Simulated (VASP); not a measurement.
Write the native input for VASP 6.6.1 that does the following.

- Task: single point
- Functional: PBE
- Dispersion: D3(BJ)
- Potentials or basis: VASP PAW PBE potentials, release 64 (Pt, Se)
- Cutoff: 520 eV
- k mesh: 15 × 15 × 10
- Occupations: gaussian, width 0.1 eV
- Spin: no spin polarisation
- Dipole correction: no
- Further INCAR settings: ALGO = Normal; EDIFF = 1e-07; NBANDS = 18

The structure of PtSe2 (Sudovikovite) lies in POSCAR:

```
PtSe2
1.0
    3.7714571397      0.0000000000      0.0000000000
   -1.8857285698      3.2661776923      0.0000000000
    0.0000000000      0.0000000000      4.8233068483
Pt Se
1 2
Direct
    0.0000000000      0.0000000000      0.0000000000
    0.3333333333      0.6666666667      0.2654558733
    0.6666666667      0.3333333333      0.7345441267
```

The input as run:

INCAR

```
  ALGO = Normal
  EDIFF = 1E-7
  ENCUT = 520
  GGA = PE
  ISIF = 2
  ISMEAR = 0
  IVDW = 12
  LASPH = T
  LCHARG = F
  LREAL = F
  LWAVE = F
  NBANDS = 18
  NELM = 100
  PREC = Accurate
  SIGMA = 0.1
```

KPOINTS

```
k-points
0
Gamma
  15 15 10
```

Potentials or basis: VASP PAW PBE potentials, release 64 (Pt, Se).

The run is started by

```console
$ cat potpaw_PBE.64/Pt/POTCAR potpaw_PBE.64/Se/POTCAR > POTCAR
$ mpirun -np 1 vasp_std > vasp.out
```

Results of the run:

- Pressure: 0.0 GPa
- Largest force: 0.007 eV/Å
- Band gap on the k mesh: zero (band 11 reaches 7.49 eV, above the bottom of band 12 at 6.60 eV)
- Dispersion energy per atom: -0.490 eV

Caveat: spin-orbit coupling is left out, which moves the levels of the heavy elements; pairwise dispersion overbinds metals, which lowers pressure and volume.

Wall time 2.3 min on 1 thread of Intel(R) Xeon(R) Platinum 8488C (Sapphire Rapids) (shared host), peak memory 0.38 GiB.
